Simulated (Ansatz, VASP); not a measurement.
# One calculation of HfC, two programs

```
Hf C
1.0
     0.00000    2.31714    2.31714
     2.31714    0.00000    2.31714
     2.31714    2.31714    0.00000
Hf C
1 1
Direct
  0.00000 0.00000 0.00000
  0.50000 0.50000 0.50000
```

Alike in both runs: task single point; functional LDA; k mesh 14 × 14 × 14; occupations fermi-dirac, width 0.05 eV; no spin polarisation.

|  | VASP | Ansatz |
| --- | --- | --- |
| version | VASP 6.6.1 | Ansatz 0.2.0 |
| potentials or method | VASP PAW LDA potentials, release 64 (Hf_pv, C), cutoff 520 eV | all-electron LAPW, non-relativistic |

|  | VASP | Ansatz | Ansatz less VASP |
| --- | --- | --- | --- |
| pressure (GPa) | -9.4 | 2.3 | +11.67 |

LDA's correlation is that of Perdew and Zunger in VASP and of Perdew and Wang (1992) in Ansatz. One of these differences is far larger than is usual between the two programs; its cause wasn't traced. Ansatz ran all-electron here, and VASP with PAW potentials.

Neither program's run includes spin-orbit coupling.
